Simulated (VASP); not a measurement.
The system is AlN.

```
Al N
1.0
     0.00000    2.18488    2.18488
     2.18488    0.00000    2.18488
     2.18488    2.18488    0.00000
Al N
1 1
Direct
  0.00000 0.00000 0.00000
  0.25000 0.25000 0.25000
```

Base run:

* Program: VASP 6.6.1
* Functional: PBEsol
* Potentials or basis: VASP PAW PBE potentials, release 64 (Al, N)
* Cutoff: 600 eV
* k mesh: 8 × 8 × 8
* Occupations: methfessel-paxton, width 0.5 eV
* Spin: no spin polarisation

Its results: band gap on the k mesh 3.19 eV, indirect (least direct gap 4.12 eV); pressure 0.9 GPa.

Question: The run is repeated on the same cell with these changes: functional from PBEsol to r2SCAN; cutoff from 600 eV to 660 eV; occupations from methfessel-paxton, width 0.5 eV to gaussian, width 0.01 eV. What comes out?

Answer: Band gap on the k mesh 3.93 eV, indirect (least direct gap 4.88 eV); pressure -0.4 GPa.

Caveats: the PAW data sets were made with another functional, which shifts forces and pressure a little.

A k mesh can miss the band edges.
